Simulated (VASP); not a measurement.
# MgB2 (P6/mmm) in VASP: vibrations by perturbation theory with PBE

Aim: the vibrations by perturbation theory of MgB2 with PBE.

All numbers are computed with VASP 6.6.1; they aren't measurements. Logs are shortened: lines on timing, memory, paths and dates and some standing lists are left out, and cuts for length are marked.

## Step 1: The cell of the first run

Symmetry: P6/mmm, No. 191, hexagonal system. Conventional cell: a = 3.085 Å, b = 3.085 Å, c = 3.523 Å, α = 90.00°, β = 90.00°, γ = 120.00°. Mg (site symmetry 6/mmm) has 12 B at 2.51 Å and 6 Mg at 3.08 to 3.09 Å within 3.3 Å. B (site symmetry -6m2) has 3 B at 1.78 Å within 2.4 Å.

## Step 2: Vibrations by perturbation theory, PBE

The input, INCAR:

```
SYSTEM = MgB2
PREC = Accurate
ENCUT = 520
EDIFF = 1E-8
ISMEAR = 1
SIGMA = 0.2
LREAL = .False.
LASPH = .True.
NELM = 60
ALGO = Normal
ISIF = 2
LWAVE = .False.
LCHARG = .True.
GGA = PE
NBANDS = 11
IBRION = 8
NSW = 1
```

The input, KPOINTS:

```
Automatic mesh
0
Gamma
  18 18 12
  0 0 0
```

The input, POSCAR:

```
MgB2
1.0
    3.0850000000      0.0000000000      0.0000000000
   -1.5425000000      2.6716883707      0.0000000000
    0.0000000000      0.0000000000      3.5230000000
Mg B
1 2
Direct
    0.0000000000      0.0000000000      0.0000000000
    0.3333333333      0.6666666667      0.5000000000
    0.6666666667      0.3333333333      0.5000000000
```

Potentials or basis: VASP PAW PBE potentials, release 64 (Mg, B).

On the command line:

```
$ cat potpaw_PBE.64/Mg/POTCAR potpaw_PBE.64/B/POTCAR > POTCAR
$ mpirun -np 1 vasp_std > vasp.out
```

OUTCAR:

```text
SYSTEM = MgB2
   PREC = Accurate
   ENCUT = 520
   EDIFF = 1E-8
   ISMEAR = 1
   LREAL = .False.
   LASPH = .True.
   NELM = 60
   ISIF = 2
   GGA = PE
   IBRION = 8
   NSW = 1

 ion  position               nearest neighbor table
   1  0.000  0.000  0.000-   2 2.51   3 2.51   2 2.51   3 2.51   3 2.51   3 2.51   2 2.51   2 2.51
                             3 2.51   3 2.51   2 2.51   2 2.51
   2  0.333  0.667  0.500-   3 1.78   3 1.78   3 1.78   1 2.51   1 2.51   1 2.51   1 2.51   1 2.51
                             1 2.51
   3  0.667  0.333  0.500-   2 1.78   2 1.78   2 1.78   1 2.51   1 2.51   1 2.51   1 2.51   1 2.51
                             1 2.51

  LATTYP: Found a hexagonal cell.
 ALAT       =     3.0850000000
 C/A-ratio  =     1.1419773096

  Lattice vectors:

 A1 = (   3.0850000000,   0.0000000000,   0.0000000000)
 A2 = (  -1.5425000000,   2.6716883707,   0.0000000000)
 A3 = (   0.0000000000,   0.0000000000,   3.5230000000)

Analysis of symmetry for initial positions (statically):
=====================================================================
 Subroutine PRICEL returns:
 Original cell was already a primitive cell.

 Routine SETGRP: Setting up the symmetry group for a
 hexagonal supercell.

 Subroutine GETGRP returns: Found 24 space group operations
 (whereof 24 operations were pure point group operations)
 out of a pool of 24 trial point group operations.

The static configuration has the point symmetry D_6h.

Analysis of symmetry for dynamics (positions and initial velocities):
=====================================================================
 Subroutine PRICEL returns:
 Original cell was already a primitive cell.

 Routine SETGRP: Setting up the symmetry group for a
 hexagonal supercell.

 Subroutine GETGRP returns: Found 24 space group operations
 (whereof 24 operations were pure point group operations)
 out of a pool of 24 trial point group operations.

The dynamic configuration has the point symmetry D_6h.

 Subroutine INISYM returns: Found 24 space group operations
 (whereof 24 operations are pure point group operations),
 and found     1 'primitive' translations

----------------------------------------------------------------------------------------

                                     Primitive cell

  volume of cell :      29.0371

  direct lattice vectors                    reciprocal lattice vectors
     3.085000000  0.000000000  0.000000000     0.324149109  0.187147575  0.000000000
    -1.542500000  2.671688371  0.000000000     0.000000000  0.374295150  0.000000000
     0.000000000  0.000000000  3.523000000     0.000000000  0.000000000  0.283848992

  length of vectors
     3.085000000  3.085000000  3.523000000     0.374295150  0.374295150  0.283848992

  position of ions in fractional coordinates (direct lattice)
     0.000000000  0.000000000  0.000000000
     0.333333333  0.666666667  0.500000000
     0.666666667  0.333333333  0.500000000

  ion indices of the primitive-cell ions
   primitive index   ion index
                 1           1
                 2           2
                 3           3

----------------------------------------------------------------------------------------

 KPOINTS: Automatic mesh

[... 111 lines left out ...]
  ---------------------------------------------------
  ext. energy  EPLUGINS =         0.00000000
  ---------------------------------------------------
  free energy    TOTEN  =       -15.32304047 eV

  energy without entropy =      -15.32373969  energy(sigma->0) =      -15.32327354

 E-fermi :   5.2296     XC(G=0): -10.9117

 val. band max:        5.2265503297   @ k =   0.1111   0.0000   0.1667
 cond. band min:       5.2300245052   @ k =   0.4444   0.0000   0.0000
 fundamental gap:      0.0034741755
 Fermi energy:         5.2296390228

 k-point     1 :       0.0000    0.0000    0.0000
  band No.  band energies     occupation
      1      -7.1553      2.00000
      2       2.3264      2.00000
      3       5.6156     -0.01993
      4       5.6156     -0.01993
      5       6.9181     -0.00000
      6      11.5565      0.00000
      7      11.5565      0.00000
      8      13.3326      0.00000
      9      15.1876      0.00000
     10      17.9123      0.00000
     11      21.4072      0.00000
[... 309 lines left out ...]
 k-point    24 :       0.3889    0.1111    0.0000
  band No.  band energies     occupation
      1      -3.7048      2.00000
      2      -1.7736      2.00000
      3       2.2421      2.00000
      4       5.3967      0.00282
      5       8.5865     -0.00000
      6       9.8663      0.00000
      7      10.7441      0.00000
      8      12.8063      0.00000
      9      16.1912      0.00000
     10      18.0329      0.00000
     11      19.2270      0.00000

 [... further k-points ...]

------------------------ aborting loop because EDIFF is reached ----------------------------------------

  FORCE on cell =-STRESS in cart. coord.  units (eV):
  Direction    XX          YY          ZZ          XY          YZ          ZX
  --------------------------------------------------------------------------------------
  -------------------------------------------------------------------------------------
  Total       -0.2994052     -0.2994052     -0.1050740      0.0000000     -0.0000000     -0.0000000
  in kB      -16.5202363    -16.5202363     -5.7976511      0.0000000     -0.0000000     -0.0000000
  external PRESSURE =     -12.9460413 kB  Pullay stress =       0.0000000 kB

 VOLUME and BASIS-vectors are now :
 -----------------------------------------------------------------------------
  energy-cutoff  :      520.00
  volume of cell :       29.04
      direct lattice vectors                 reciprocal lattice vectors
     3.085000000  0.000000000  0.000000000     0.324149109  0.187147575  0.000000000
    -1.542500000  2.671688371  0.000000000     0.000000000  0.374295150  0.000000000
     0.000000000  0.000000000  3.523000000     0.000000000  0.000000000  0.283848992

 POSITION                                       TOTAL-FORCE (eV/Angst)
 -----------------------------------------------------------------------------------
      0.00000      0.00000      0.00000        -0.000000      0.000000      0.000000
     -0.00000      1.78113      1.76150        -0.000000      0.000000      0.000000
      1.54250      0.89056      1.76150         0.000000      0.000000      0.000000
 -----------------------------------------------------------------------------------
    total drift:                                0.000000     -0.000000      0.000000

  FREE ENERGIE OF THE ION-ELECTRON SYSTEM (eV)
  ---------------------------------------------------
  free  energy   TOTEN  =       -15.3230404735 eV

  energy  without entropy=      -15.3237396853  energy(sigma->0) =      -15.32327354

[... ionic steps 2 to 3 ...]

--------------------------------------- Ionic step        4  -------------------------------------------

------------------------ aborting loop because EDIFF is reached ----------------------------------------
[... 11 lines left out ...]
[... ionic steps 8 to 8 ...]

--------------------------------------- Ionic step        9  -------------------------------------------

 Free energy of the ion-electron system (eV)
  ---------------------------------------------------
  ---------------------------------------------------
  free energy    TOTEN  =        -0.04174261 eV

  energy without entropy =       -0.04174261

------------------------ aborting loop because EDIFF is reached ----------------------------------------

 INTERNAL STRAIN TENSOR  FOR ION    2  DIRECTION 3   (eV/Angst):
 -----------------------------------------------------------------------------
     0.00380  0.00000  0.00000
     0.00000  0.00380 -0.00000
     0.00000  0.00000 -0.01086

 INTERNAL STRAIN TENSOR FOR ION    3 for displacements in x,y,z  (eV/Angst):
          X           Y           Z          XY          YZ          ZX
  --------------------------------------------------------------------------------
  x     0.00000     0.00000     0.00000     2.31120     0.00000     0.00000
  y     2.31120    -2.31120    -0.00000     0.00000     0.00000     0.00000
  z     0.00000     0.00000     0.00000     0.00000     0.00000     0.00000

 SECOND DERIVATIVES (NOT SYMMETRIZED)
 ------------------------------------
               1X          1Y          1Z          2X          2Y          2Z          3X          3Y          3Z
  1X    -4.602544    0.000000    0.000000    2.301272    0.000000    0.000000    2.301272    0.000000    0.000000
  1Y     0.000000   -4.602544    0.000000    0.000000    2.301272    0.000000    0.000000    2.301272    0.000000
  1Z     0.000000    0.000000   -6.555805   -0.000000    0.000000    3.277902    0.000000    0.000000    3.277902
  2X     2.309751   -0.000000    0.000000   -7.900081    0.000000    0.000000    5.590330    0.000000    0.000000
  2Y    -0.000000    2.309751    0.000000   -0.000000   -7.900081    0.000000    0.000000    5.590330    0.000000
  2Z    -0.000000    0.000000    3.277662    0.000000    0.000000  -10.966943   -0.000000    0.000000    7.689281
  3X     2.309751   -0.000000    0.000000    5.590330    0.000000    0.000000   -7.900081    0.000000    0.000000
  3Y    -0.000000    2.309751    0.000000    0.000000    5.590330    0.000000   -0.000000   -7.900081    0.000000
  3Z    -0.000000    0.000000    3.277662   -0.000000    0.000000    7.689281    0.000000    0.000000  -10.966943

 Eigenvectors and eigenvalues of the dynamical matrix
 ----------------------------------------------------

   1 f  =   20.536653 THz   129.035594 2PiTHz  685.028995 cm-1    84.932733 meV
             X         Y         Z           dx          dy          dz
      0.000000  0.000000  0.000000    -0.000000    0.000000    0.000000
     -0.000000  1.781126  1.761500    -0.000000    0.000000   -0.707107
      1.542500  0.890563  1.761500     0.000000   -0.000000    0.707107
[... 43 lines left out ...]
   9 f/i=    0.009108 THz     0.057230 2PiTHz    0.303824 cm-1     0.037669 meV
             X         Y         Z           dx          dy          dz
      0.000000  0.000000  0.000000    -0.728070    0.006293    0.000000
     -0.000000  1.781126  1.761500    -0.484685    0.004190    0.000000
      1.542500  0.890563  1.761500    -0.484685    0.004190    0.000000

--------------------------------------------------------------------------------------------------------

 ELASTIC MODULI CONTR FROM IONIC RELAXATION (kBar)
 Direction    XX          YY          ZZ          XY          YZ          ZX
 --------------------------------------------------------------------------------
 XX         -43.6954     43.6954      0.0000      0.0000      0.0000      0.0000
 YY          43.6954    -43.6954     -0.0000     -0.0000      0.0000      0.0000
 ZZ           0.0000     -0.0000     -0.0000     -0.0000      0.0000      0.0000
 XY           0.0000     -0.0000     -0.0000    -43.6954      0.0000      0.0000
 YZ           0.0000      0.0000      0.0000      0.0000      0.0000      0.0000
 ZX           0.0000      0.0000      0.0000      0.0000      0.0000      0.0000
 --------------------------------------------------------------------------------
```

Run time: 14 min. Hardware: 1 thread of Intel Xeon 8259CL, shared host; peak memory 0.97 GiB.

Results:

- Highest phonon frequency at Γ: 685 cm⁻¹

Phonon frequencies in cm⁻¹ (negative: imaginary):
| q point | frequencies |
| --- | --- |
| (0.000, 0.000, 0.000) | 0 0 0 331 331 395 583 583 685 |

Caveat: the cell stands under pressure or tension, which shifts response properties.
